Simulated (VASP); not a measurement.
Input of a VASP 6.6.1 run:

The input INCAR:

```
SYSTEM = PtS2
PREC = Accurate ; ENCUT = 520
EDIFF = 1E-7 ; ISMEAR = 0
SIGMA = 0.05 ; LREAL = .FALSE.
LASPH = .TRUE. ; NELM = 60
ALGO = Normal ; ISIF = 2
LWAVE = .FALSE. ; LCHARG = .TRUE.
LDIPOL = .TRUE. ; IDIPOL = 3
DIPOL = 0.5 0.5 0.394 ; GGA = PE
IVDW = 12 ; LELF = .TRUE.
LVHAR = .TRUE. ; LVACPOTAV = .TRUE.
NBANDS = 31
```

The input KPOINTS:

```
regular mesh
0
G
  9 9 1
  0 0 0
```

Contents of POSCAR:

```
PtS2
1.0
    3.5414386157      0.0000000000      0.0000000000
   -1.7707193078      3.0669758072      0.0000000000
    0.0000000000      0.0000000000     22.4671575440
S Pt
4 2
Direct
    0.6666666667      0.3333333333      0.2002923597
    0.3333333333      0.6666666667      0.3108349936
    0.6666666667      0.6666666667      0.4773001992
    0.3333333333      1.0000000000      0.5878428332
    0.0000000000      0.0000000000      0.2555636767
    0.0000000000      0.3333333333      0.5325715162
```

Potentials or basis: VASP PAW PBE potentials, release 64 (S, Pt).

Launch:

```bash
$ cat potpaw_PBE.64/S/POTCAR potpaw_PBE.64/Pt/POTCAR > POTCAR
$ mpirun -np 1 vasp_std > vasp.out
```

**Question.** What does it give for the largest force?

**Answer.** 0.053 eV/Å.

**Question.** Estimate the dispersion energy per atom.

**Answer.** -0.308 eV.

Forces on the atoms (eV/Å):
```
S   -0.006  0.001  0.042
S   -0.014  0.003  0.012
S    0.014 -0.003 -0.012
S    0.006 -0.001 -0.042
Pt   0.007 -0.004  0.052
Pt  -0.007  0.004 -0.052
```

Caveat: the cell differs from its parent crystal (layers slid over each other).
